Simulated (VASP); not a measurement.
Write the native input for VASP 6.6.1 that does the following.

| Quantity | Value |
| --- | --- |
| Task | single point |
| Functional | PBE |
| Potentials or basis | VASP PAW PBE potentials, release 64 (Sb, In_d) |
| Cutoff | 520 eV |
| k mesh | 5 × 5 × 5 |
| Occupations | gaussian, width 0.01 eV |
| Spin | no spin polarisation |
| Dipole correction | no |
| Further INCAR settings | ALGO = Normal; EDIFF = 1e-07; NBANDS = 22 |

The structure of InSb3 lies in POSCAR:

```
InSb3
1.0
    0.0000000000      3.7945550000      3.7945550000
    3.7945550000      0.0000000000      3.7945550000
    3.7945550000      3.7945550000      0.0000000000
Sb In
3 1
Direct
    0.5054790000      0.5113180000      0.4848070000
    0.7513440000      0.7508040000      0.7319410000
    0.2428190000      0.2631560000      0.2466500000
   -0.0085640000     -0.0051780000      0.0091680000
```

These files were run (other wordings do the same):

INCAR

```
  ALGO = Normal
  EDIFF = 1E-7
  ENCUT = 520
  GGA = PE
  ISIF = 2
  ISMEAR = 0
  LASPH = True
  LCHARG = False
  LREAL = False
  LWAVE = False
  NBANDS = 22
  NELM = 60
  PREC = Accurate
  SIGMA = 0.01
```

KPOINTS

```
k-points
0
Gamma
  5 5 5
```

Potentials or basis: VASP PAW PBE potentials, release 64 (Sb, In_d).

Command:

```console
$ cat potpaw_PBE.64/Sb/POTCAR potpaw_PBE.64/In_d/POTCAR > POTCAR
$ mpirun -np 1 vasp_std > vasp.out
```

Results of the run:

* Pressure: 0.0 GPa
* Largest force: 0.341 eV/Å
* Band gap on the k mesh: zero (band 14 reaches 8.38 eV, above the bottom of band 15 at 5.78 eV)

Caveat: spin-orbit coupling is left out, which moves the levels of the heavy elements.

It took 110 s on 1 thread of Intel(R) Xeon(R) Platinum 8375C CPU @ 2.90GHz (Ice Lake), with other jobs on the host, peak memory 0.32 GiB.
